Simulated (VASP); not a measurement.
Input of a VASP 6.6.1 run:

Contents of INCAR:

```
PREC = Accurate
ENCUT = 500
EDIFF = 1E-6
ISMEAR = -1
SIGMA = 0.02
LREAL = F
LASPH = T
NELM = 120
ALGO = Normal
ISIF = 2
LWAVE = F
LCHARG = F
GGA = PE
NBANDS = 26
GGA_COMPAT = F
```

Contents of KPOINTS:

```
Automatic mesh
0
Gamma
  6 6 4
```

POSCAR

```
Al2BiSb
1.0
    4.3015614591      0.0000000000      0.0000000000
    0.0000000000      4.3015614591      0.0000000000
    0.0000000000      0.0000000000      6.2613654792
Sb Al Bi
1 2 1
Direct
    0.0000000000      0.0000000000      0.0000000000
    0.0000000000      0.5000000000      0.7564499825
    0.5000000000      0.0000000000      0.2435500175
    0.5000000000      0.5000000000      0.5000000000
```

Potentials or basis: VASP PAW PBE potentials, release 64 (Sb_d_GW, Al, Bi_d).

Launch:

```bash
$ cat potpaw_PBE.64/Sb_d_GW/POTCAR potpaw_PBE.64/Al/POTCAR potpaw_PBE.64/Bi_d/POTCAR > POTCAR
$ mpirun -np 1 vasp_std > vasp.out
```

(1) Predict the largest force.

(2) Predict the band gap on the k mesh.

Results:

(1) 0.026 eV/Å.

(2) 0.66 eV, indirect (least direct gap 0.83 eV).

Caveat: the cell differs from its parent crystal (biaxial xy strain -3.0%); spin-orbit coupling is left out, which moves the levels of the heavy elements.
